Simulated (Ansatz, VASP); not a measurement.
HfO2: VASP beside Ansatz

The input POSCAR:

```
HfO2
1.0
   -2.5575000000     -2.5575000000      0.0000000000
    2.5575000000     -2.5575000000      0.0000000000
    0.0000000000      0.0000000000     10.9800000000
Hf O
4 8
Direct
    0.0000000000      0.0000000000      0.8734631148
    0.5000000000      0.5000000000      0.1746926230
    0.0000000000      0.0000000000      0.4076161202
    0.5000000000      0.5000000000      0.6405396175
    0.5000000000      0.0000000000      0.0582308743
    0.0000000000      0.5000000000      0.2911543716
    0.5000000000      0.0000000000      0.5240778689
    0.0000000000      0.5000000000      0.7570013661
    0.5000000000      0.0000000000      0.2911543716
    0.0000000000      0.5000000000      0.5240778689
    0.5000000000      0.0000000000      0.7570013661
    0.0000000000      0.5000000000      0.0582308743
```

File INCAR.step1:

```
SYSTEM = HfO2
PREC = Accurate
ENCUT = 520
ISMEAR = 0
SIGMA = 0.05
LREAL = .FALSE.
LASPH = .TRUE.
NELM = 60
NBANDS = 56
GGA = PE
ALGO = Normal
EDIFF = 1E-4
LWAVE = .TRUE.
LCHARG = .FALSE.
```

File INCAR.step2:

```
SYSTEM = HfO2
PREC = Accurate
ENCUT = 520
EDIFF = 1E-7
ISMEAR = 0
SIGMA = 0.05
LREAL = .FALSE.
LASPH = .TRUE.
NELM = 60
ALGO = Normal
ISIF = 2
LWAVE = .FALSE.
LCHARG = .FALSE.
METAGGA = R2SCAN
LMIXTAU = .TRUE.
NBANDS = 56
ISTART = 1
```

Contents of KPOINTS:

```
Automatic mesh
0
G
  6 6 3
  0 0 0
```

Input for Ansatz:

```yaml
crystal:
  lattice:
    - [-2.5575, -2.5575, 0.0]
    - [2.5575, -2.5575, 0.0]
    - [0.0, 0.0, 10.98]
  atoms:
    - { symbol: Hf, position: [0.0, 0.0, 0.8734631148] }
    - { symbol: Hf, position: [0.5, 0.5, 0.174692623] }
    - { symbol: Hf, position: [0.0, 0.0, 0.4076161202] }
    - { symbol: Hf, position: [0.5, 0.5, 0.6405396175] }
    - { symbol: O, position: [0.5, 0.0, 0.0582308743] }
    - { symbol: O, position: [0.0, 0.5, 0.2911543716] }
    - { symbol: O, position: [0.5, 0.0, 0.5240778689] }
    - { symbol: O, position: [0.0, 0.5, 0.7570013661] }
    - { symbol: O, position: [0.5, 0.0, 0.2911543716] }
    - { symbol: O, position: [0.0, 0.5, 0.5240778689] }
    - { symbol: O, position: [0.5, 0.0, 0.7570013661] }
    - { symbol: O, position: [0.0, 0.5, 0.0582308743] }
basis:
  ecutwfc: 500
kpoints:
  mp_grid: { grid: [6, 6, 3] }
hamiltonian:
  xc: r2scan
scf:
  occupations: { method: gaussian, width: 0.05 }
output:
  forces: true
  stress: true
  eigenvalues: true
```

Alike in both runs: task single point; functional r2SCAN; k mesh 6 × 6 × 3; occupations gaussian, width 0.05 eV; no spin polarisation.

```csv
,VASP,Ansatz
version,VASP 6.6.1,Ansatz 0.2.0
potentials or method,"VASP PAW PBE potentials, release 64 (Hf_pv, O), cutoff 520 eV","scalar-relativistic, plane waves, PAW"
valence electrons in the cell,88,152
```

Ansatz gave:

```
gap on the k mesh at the Fermi level (eV)                     : 0.17
least direct gap on the mesh (eV)                             : 0.17
pressure (GPa)                                                : -15.1
traceless stress, the component that is largest in VASP (GPa) : -17.23
rms of the force components (eV/Å)                            : 1.377
```

Question: Estimate VASP's values.

Answer: gap on the k mesh at the Fermi level (eV): 0.14; least direct gap on the mesh (eV): 0.14; pressure (GPa): -18.1; traceless stress, the component that is largest in VASP (GPa): -17.24; rms of the force components (eV/Å): 1.340.

VASP's potentials were made for PBE, not for r2SCAN. Atom by atom the forces differ by 0.046 eV/Å (rms over components). With one functional, cell and mesh, what is left measures potentials, basis and numerics. VASP's potentials hold 88 valence electrons a cell and Ansatz's 152, so a difference there can come from the potentials and not from the codes.

Spin-orbit coupling is off throughout.
